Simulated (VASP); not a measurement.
## ZnS: single point with PBE

**What was measured.**

From “Electronic, vibrational, and thermodynamic properties of ZnS (zincblende and rocksalt structure)”, 2009, arxiv:0911.5022, for a bulk crystal of ZnS at 19 K: band gap 3.85 eV (direct).

The system is ZnS.

```
Zn S
1.0
     3.82120    0.00000    0.00000
     1.91060    3.30926    0.00000
     1.91060    1.10309    3.12000
Zn S
1 1
Cartesian
  1.9106 1.1031 0.7800
  0.0000 0.0000 0.0000
```

```json
{
 "Program": "VASP 6.6.1",
 "Task": "single point",
 "Functional": "PBE",
 "Potentials or basis": "VASP PAW PBE potentials, release 64 (Zn, S)",
 "Cutoff": "520 eV",
 "k mesh": "6 × 6 × 6",
 "Occupations": "gaussian, width 0.01 eV",
 "Spin": "no spin polarisation",
 "Dipole correction": "no",
 "Further INCAR settings": "ALGO = Normal; EDIFF = 1e-06; NBANDS = 16"
}
```

```
Pressure               : 1.8 GPa
Band gap on the k mesh : 2.11 eV, direct
```

Levels at points of the mesh, in eV from the valence-band top:
```tsv
k point	band 5	band 6	band 7	band 8	band 9	band 10	band 11	band 12	band 13	band 14
(0.00, 0.00, 0.00)	-5.84	-5.84	0.00	0.00	0.00	2.11	6.40	6.40	6.40	11.76
(0.50, 0.00, 0.00)	-5.81	-5.64	-5.29	-0.87	-0.87	3.31	6.93	6.93	8.88	12.17
(0.50, 0.50, 0.00)	-5.77	-5.63	-4.56	-2.22	-2.22	3.41	4.07	10.98	11.97	11.97
```

It took 20 s on 1 thread of Intel Xeon 6975P-C, with other jobs on the host, peak memory 0.15 GiB.

A measured gap of ZnS is 3.85 eV (direct; 19 K; quoted in “Electronic, vibrational, and thermodynamic properties of ZnS (zincblende and rocksalt structure)”, 2009, arxiv:0911.5022); the calculated 2.11 eV misses it by -1.74 eV. The value is that of PBE, without temperature or zero-point motion. Semilocal functionals fall short of measured gaps as a rule.
